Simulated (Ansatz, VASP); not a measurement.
# BN: VASP beside Ansatz

Contents of INCAR:

```
SYSTEM = BN
  PREC = Accurate
  ENCUT = 520
  EDIFF = 1E-7
  ISMEAR = 0
  SIGMA = 0.05
  LREAL = .False.
  LASPH = .True.
  NELM = 80
  ALGO = Normal
  ISIF = 2
  LWAVE = .False.
  LCHARG = .False.
  NBANDS = 16
```

KPOINTS

```
regular mesh
0
Gamma
  12 12 4
  0 0 0
```

Contents of POSCAR:

```
BN
1.0
    2.5039917043      0.0000000000      0.0000000000
   -1.2519958522      2.1685204268      0.0000000000
    0.0000000000      0.0000000000      6.6612000000
B N
2 2
Direct
    0.3199704088      0.6568843270      0.2500000000
    0.6800295912      0.3431156730      0.7500000000
    0.3466834114      0.6764396021      0.7500000000
    0.6533165886      0.3235603979      0.2500000000
```

Input for Ansatz:

```yaml
crystal:
  lattice:
    - [2.5039917043, 0.0, 0.0]
    - [-1.2519958522, 2.1685204268, 0.0]
    - [0.0, 0.0, 6.6612]
  atoms:
    - { symbol: B, position: [0.3199704088, 0.656884327, 0.25] }
    - { symbol: B, position: [0.6800295912, 0.343115673, 0.75] }
    - { symbol: "N", position: [0.3466834114, 0.6764396021, 0.75] }
    - { symbol: "N", position: [0.6533165886, 0.3235603979, 0.25] }
basis:
  ecutwfc: 420
kpoints:
  mp_grid: { grid: [12, 12, 4] }
hamiltonian:
  xc: lda
scf:
  occupations: { method: gaussian, width: 0.05 }
output:
  forces: true
  stress: true
  eigenvalues: true
```

Change from the starting cell: mode 4 (44.4 1/cm) frozen in, largest displacement -0.030 Å.

Alike in both runs: task single point; functional LDA; k mesh 12 × 12 × 4; occupations gaussian, width 0.05 eV; no spin polarisation.

|  | VASP | Ansatz |
| --- | --- | --- |
| version | VASP 6.6.1 | Ansatz 0.2.0 |
| potentials or method | VASP PAW LDA potentials, release 64 (B, N), cutoff 520 eV | scalar-relativistic, plane waves, PAW |
| valence electrons in the cell | 16 | 16 |

VASP gave:

```
gap on the k mesh at the Fermi level (eV)                     : 3.96
least direct gap on the mesh (eV)                             : 4.37
pressure (GPa)                                                : -4.2
traceless stress, the component that is largest in VASP (GPa) : 3.37
```

Problem. Which values does Ansatz return?

Solution. gap on the k mesh at the Fermi level (eV): 3.98; least direct gap on the mesh (eV): 4.39; pressure (GPa): -4.6; traceless stress, the component that is largest in VASP (GPa): 3.97.

LDA's correlation is that of Perdew and Zunger in VASP and of Perdew and Wang (1992) in Ansatz.
